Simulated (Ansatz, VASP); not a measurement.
## Sr3O2: VASP beside Ansatz

INCAR

```
  ALGO = Normal
  EDIFF = 1E-6
  EDIFFG = -0.04
  ENCUT = 600
  GGA = PE
  IBRION = 2
  ISIF = 3
  ISMEAR = 0
  LASPH = True
  LCHARG = False
  LREAL = False
  LWAVE = False
  NELM = 80
  NSW = 90
  PREC = Accurate
  SIGMA = 0.1
```

KPOINTS

```
k-points
0
Gamma
  3 3 3
```

File POSCAR:

```
Sr3O2
1.0
    3.3154332330      1.9141662695      6.0345863647
   -3.3154332330      1.9141662695      6.0345863647
    0.0000000000     -3.8283325392      6.0345863647
Sr O
6 4
Direct
    0.0562500000      0.4437500000      0.7500000000
    0.7500000000      0.0562500000      0.4437500000
    0.4437500000      0.7500000000      0.0562500000
    0.9437500000      0.5562500000      0.2500000000
    0.2500000000      0.9437500000      0.5562500000
    0.5562500000      0.2500000000      0.9437500000
    0.8521800000      0.8521800000      0.8521800000
    0.6478200000      0.6478200000      0.6478200000
    0.1478200000      0.1478200000      0.1478200000
    0.3521800000      0.3521800000      0.3521800000
```

Input for Ansatz:

```yaml
crystal:
  lattice:
    - [3.315433233, 1.9141662695, 6.0345863647]
    - [-3.315433233, 1.9141662695, 6.0345863647]
    - [0.0, -3.8283325392, 6.0345863647]
  atoms:
    - { symbol: Sr, position: [0.05625, 0.44375, 0.75] }
    - { symbol: Sr, position: [0.75, 0.05625, 0.44375] }
    - { symbol: Sr, position: [0.44375, 0.75, 0.05625] }
    - { symbol: Sr, position: [0.94375, 0.55625, 0.25] }
    - { symbol: Sr, position: [0.25, 0.94375, 0.55625] }
    - { symbol: Sr, position: [0.55625, 0.25, 0.94375] }
    - { symbol: O, position: [0.85218, 0.85218, 0.85218] }
    - { symbol: O, position: [0.64782, 0.64782, 0.64782] }
    - { symbol: O, position: [0.14782, 0.14782, 0.14782] }
    - { symbol: O, position: [0.35218, 0.35218, 0.35218] }
basis:
  ecutwfc: 420
kpoints:
  mp_grid: { grid: [3, 3, 3] }
hamiltonian:
  xc: pbe
scf:
  occupations: { method: gaussian, width: 0.1 }
  lower_state_search: "off"
output:
  forces: true
  stress: true
  eigenvalues: true
relax:
  adjacent_minimum: "off"
  f_tol: 0.04
  max_steps: 70
  cell: { stress_tol: 0.4 }
```

Alike in both runs: task relaxation of cell and atoms; functional PBE; k mesh 3 × 3 × 3; occupations gaussian, width 0.1 eV; no spin polarisation.

```csv
,VASP,Ansatz
version,VASP 6.6.1,Ansatz 0.2.0
potentials or method,"VASP PAW PBE potentials, release 64 (Sr_sv, O), cutoff 600 eV","scalar-relativistic, plane waves, PAW"
valence electrons in the cell,84,84
```

|  | VASP | Ansatz | Ansatz less VASP |
| --- | --- | --- | --- |
| gap on the k mesh at the Fermi level, each at its own relaxed structure (eV) | none | none | - |
| relaxed volume (Å³/atom) | 22.56 | 22.47 | -0.085 |
| relaxed cell length with the largest relative difference (Å) | 7.334 | 7.315 | -0.0194 |

A gap of «none» marks a metal or a gap that the smearing closes.

The k mesh is coarse, so the values compare programs but aren't converged.
